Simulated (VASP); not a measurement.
Crystal: Pt.

```
CELL_PARAMETERS angstrom
0.00000 1.97158 1.97158
1.97158 0.00000 1.97158
1.97158 1.97158 0.00000
ATOMIC_POSITIONS crystal
Pt 0.00000 0.00000 0.00000
```

Base run:

| Quantity | Value |
| --- | --- |
| Program | VASP 6.6.1 |
| Functional | PBE |
| Potentials or basis | VASP PAW PBE potentials, release 64 (Pt) |
| Cutoff | 520 eV |
| k mesh | 16 × 16 × 16 |
| Occupations | fermi-dirac, width 0.05 eV |
| Spin | no spin polarisation |

Its results: band gap on the k mesh zero (bands 5 and 6 overlap by 2.17 eV); pressure 4.8 GPa.

Problem. The run is repeated on the same cell with these changes: functional from PBE to r2SCAN. What comes out?

Solution. Band gap on the k mesh zero (bands 5 and 6 overlap by 2.31 eV); pressure 0.0 GPa.

Caveats: spin-orbit coupling is left out, which moves the levels of the heavy elements; the cell stands under pressure (at least some runs); the PAW data sets were made with another functional, which shifts forces and pressure a little (at least some runs).
